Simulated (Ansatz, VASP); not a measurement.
# One calculation of KF, two programs

```xyz
2
Lattice="0.0000 2.6719 2.6719 2.6719 0.0000 2.6719 2.6719 2.6719 0.0000" Properties=species:S:1:pos:R:3 pbc="T T T"
K     0.0000    0.0000    0.0000
F     2.6719    2.6719    2.6719
```

Alike in both runs: task single point; functional PBE; k mesh 6 × 6 × 6; occupations fermi-dirac, width 0.05 eV; no spin polarisation.

|  | VASP | Ansatz |
| --- | --- | --- |
| version | VASP 6.6.1 | Ansatz 0.2.0 |
| potentials or method | VASP PAW PBE potentials, release 64 (K_sv, F), cutoff 520 eV | all-electron PAW datasets made for the crystal |

VASP gave:

```
gap on the k mesh at the Fermi level (eV) : 6.17
least direct gap on the mesh (eV)         : 6.17
pressure (GPa)                            : 1.4
```

Problem. What did Ansatz give for the same quantities?

Solution. gap on the k mesh at the Fermi level (eV): 6.18; least direct gap on the mesh (eV): 6.18; pressure (GPa): 1.4.

Ansatz ran all-electron here, and VASP with PAW potentials.
